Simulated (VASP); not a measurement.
Input of a VASP 6.6.1 run:

Contents of INCAR:

```
SYSTEM = MnO
PREC = Accurate
ENCUT = 700
EDIFF = 1E-6
ISMEAR = -1
SIGMA = 0.05
LREAL = .False.
LASPH = .True.
NELM = 200
ALGO = Normal
ISIF = 2
LWAVE = .False.
LCHARG = .False.
ISPIN = 2
MAGMOM = 4 0
LORBIT = 11
LMAXMIX = 4
NBANDS = 22
GGA_COMPAT = .False.
```

KPOINTS

```
Automatic mesh
0
Gamma
  9 9 9
  0 0 0
```

File POSCAR:

```
MnO
1.0
    3.0103939679     -1.7395758314      0.0000000000
    3.0103939679      1.7395758314      0.0000000000
   -2.0107452843      0.0000000000      2.8472912409
Mn O
1 1
Direct
    0.5001990000      0.5001990000      0.5006650000
    0.7498025000      0.7498025000      0.2493360000
```

Potentials or basis: VASP PAW LDA potentials, release 64 (Mn_sv, O).

The run is started by

```sh
$ cat potpaw_LDA.64/Mn_sv/POTCAR potpaw_LDA.64/O/POTCAR > POTCAR
$ mpirun -np 1 vasp_std > vasp.out
```

Q: Estimate the pressure.

A: -16.1 GPa.

Q: Estimate the net moment.

A: 4.99 μB per cell.

Q: What does it give for the site moments?

A: Mn +4.20; O +0.19 μB.

Forces in eV/Å, atoms in the order of the input:
```
Mn   0.001  0.000 -0.004
O   -0.001  0.000  0.004
```

Caveat: the cell stands under tension; a cell with one magnetic atom can't hold antiferromagnetic order, which such compounds often take.
